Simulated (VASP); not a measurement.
## Si: single point with PBEsol

Crystal: Si.

```
CELL_PARAMETERS angstrom
0.00000 2.72185 2.72185
2.72185 0.00000 2.72185
2.72185 2.72185 0.00000
ATOMIC_POSITIONS crystal
Si 0.50000 0.50000 0.50000
Si 0.75000 0.75000 0.75000
```

```json
{
  "Program": "VASP 6.6.1",
  "Task": "single point",
  "Functional": "PBEsol",
  "Potentials or basis": "VASP PAW PBE potentials, release 64 (Si)",
  "Cutoff": "520 eV",
  "k mesh": "8 × 8 × 8",
  "Occupations": "fermi-dirac, width 0.05 eV",
  "Spin": "no spin polarisation"
}
```

The pressure is -0.4 GPa and the band gap on the k mesh is 0.51 eV, indirect (least direct gap 2.51 eV).

Levels at points of the mesh, in eV from the valence-band top:
```tsv
k point	band 1	band 2	band 3	band 4	band 5	band 6	band 7	band 8	band 9
(0.00, 0.00, 0.00)	-11.94	0.00	0.00	0.00	2.51	2.51	2.51	3.24	7.68
(0.50, 0.00, 0.00)	-9.61	-6.98	-1.20	-1.20	1.44	3.28	3.28	7.50	10.49
(0.50, 0.50, 0.00)	-7.81	-7.81	-2.86	-2.86	0.60	0.60	10.00	10.00	10.91
```

Run time: 18 s on 1 thread of AMD EPYC 7R13, with other jobs on the host, peak memory 0.13 GiB.

Caveat: the PAW data sets were made with another functional, which shifts forces and pressure a little. A k mesh can miss the band edges.
